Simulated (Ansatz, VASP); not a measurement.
This is a calculation of Hf2Pd2Se2Br2O3 for Ansatz 0.2.0.

The input input.yaml:

```yaml
crystal:
  lattice:
    - [5.60663, -0.09346, -0.01409]
    - [1.61393, 5.33512, 0.00251]
    - [1.36916, 1.91529, 8.31543]
  atoms:
    - { symbol: Hf, position: [0.23317, 0.65161, 0.02284] }
    - { symbol: Hf, position: [0.76683, 0.34839, 0.97716] }
    - { symbol: Pd, position: [0.0, 0.5, 0.5] }
    - { symbol: Pd, position: [0.0, 0.0, 0.5] }
    - { symbol: Se, position: [0.02419, 0.33917, 0.25331] }
    - { symbol: Se, position: [0.97581, 0.66083, 0.74669] }
    - { symbol: Br, position: [0.5, 0.5, 0.5] }
    - { symbol: Br, position: [0.5, 0.0, 0.5] }
    - { symbol: O, position: [0.44792, 0.35724, 0.92101] }
    - { symbol: O, position: [0.55208, 0.64276, 0.07899] }
    - { symbol: O, position: [0.0, 0.0, 0.0] }
kpoints:
  mp_grid: { grid: [3, 3, 2] }
scf:
  occupations: { method: fermi_dirac, width: 0.05 }
hamiltonian:
  xc: pbe
  dispersion: d3bj
  pseudopotentials: { kind: all_electron, datasets: crystal }
output:
  forces: true
  stress: true
relax:
  f_tol: 0.02
  max_steps: 60
  cell: {}
```

Potentials or basis: all-electron PAW datasets made for the crystal.

Run with:

```console
$ ansatz run input.yaml --threads 8 --pin off --max-ram 24576MiB --backend cpu --events-out ev --progress --plain --runs-dir out
```

Translate it to VASP 6.6.1. Potentials there: VASP PAW PBE potentials, release 64 (Hf_pv, Pd, Se, Br, O).

As run (the cutoff follows the program's own potentials):

INCAR

```
SYSTEM = Hf2Pd2Se2Br2O3
  PREC = Accurate
  ENCUT = 600
  EDIFF = 1E-6
  ISMEAR = -1
  SIGMA = 0.05
  LREAL = .FALSE.
  LASPH = .TRUE.
  NELM = 100
  ALGO = Normal
  ISIF = 3
  LWAVE = .FALSE.
  LCHARG = .FALSE.
  GGA = PE
  IVDW = 12
  IBRION = 2
  NSW = 80
  EDIFFG = -0.02
```

KPOINTS

```
Automatic mesh
0
G
  3 3 2
  0 0 0
```

POSCAR

```
Hf2Pd2Se2Br2O3
1.0
    5.6066300000     -0.0934600000     -0.0140900000
    1.6139300000      5.3351200000      0.0025100000
    1.3691600000      1.9152900000      8.3154300000
Hf Pd Se Br O
2 2 2 2 3
Direct
    0.2331700000      0.6516100000      0.0228400000
    0.7668300000      0.3483900000      0.9771600000
    0.0000000000      0.5000000000      0.5000000000
    0.0000000000      0.0000000000      0.5000000000
    0.0241900000      0.3391700000      0.2533100000
    0.9758100000      0.6608300000      0.7466900000
    0.5000000000      0.5000000000      0.5000000000
    0.5000000000      0.0000000000      0.5000000000
    0.4479200000      0.3572400000      0.9210100000
    0.5520800000      0.6427600000      0.0789900000
    0.0000000000      0.0000000000      0.0000000000
```

Potentials or basis: VASP PAW PBE potentials, release 64 (Hf_pv, Pd, Se, Br, O).

Command:

```sh
$ cat potpaw_PBE.64/Hf_pv/POTCAR potpaw_PBE.64/Pd/POTCAR potpaw_PBE.64/Se/POTCAR potpaw_PBE.64/Br/POTCAR potpaw_PBE.64/O/POTCAR > POTCAR
$ mpirun -np 1 vasp_std > vasp.out
```

Both were run:

|  | VASP | Ansatz | Ansatz less VASP |
| --- | --- | --- | --- |
| gap on the k mesh at the Fermi level, each at its own relaxed structure (eV) | none | none | - |
| relaxed volume (Å³/atom) | 21.52 | 21.62 | +0.097 |
| relaxed cell length with the largest relative difference (Å) | 8.476 | 8.491 | +0.0157 |

A gap of «none» marks a metal or a gap that the smearing closes. Ansatz ran all-electron here, and VASP with PAW potentials.

The k mesh is coarse, so the values compare programs but aren't converged. Spin-orbit coupling is off throughout. Noted on Ansatz's run: the k mesh is thin for a metal, which can move the energy by tens of meV per atom.
